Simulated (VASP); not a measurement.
Input of a VASP 6.6.1 run:

INCAR

```
  ALGO = Normal
  EDIFF = 1E-6
  ENCUT = 520
  GGA = CA
  ISIF = 2
  ISMEAR = 0
  LASPH = T
  LCHARG = F
  LREAL = F
  LWAVE = F
  NBANDS = 12
  NELM = 100
  PREC = Accurate
  SIGMA = 0.05
```

Contents of KPOINTS:

```
k-points
0
Gamma
  8 8 8
```

Contents of POSCAR:

```
CsH
1.0
    3.8664373660     -0.4137516000     -0.4137516000
   -0.4137516000      3.8664373660     -0.4137516000
   -0.4137516000     -0.4137516000      3.8664373660
Cs H
1 1
Direct
    0.0000000000      0.0000000000      0.0000000000
    0.5000000000      0.5000000000      0.5000000000
```

Potentials or basis: VASP PAW LDA potentials, release 64 (Cs_sv, H).

Launch:

```sh
$ cat potpaw_LDA.64/Cs_sv/POTCAR potpaw_LDA.64/H/POTCAR > POTCAR
$ mpirun -np 1 vasp_std > vasp.out
```

**Question.** Estimate the band gap on the k mesh.

**Answer.** 1.46 eV, direct.

**Question.** What does it give for the pressure?

**Answer.** 1.3 GPa.

Stress tensor (GPa, compression positive):
```
1.25 3.66 3.66
3.66 1.25 3.66
3.66 3.66 1.25
```

Caveat: spin-orbit coupling is left out, which moves the levels of the heavy elements. A k mesh can miss the band edges.
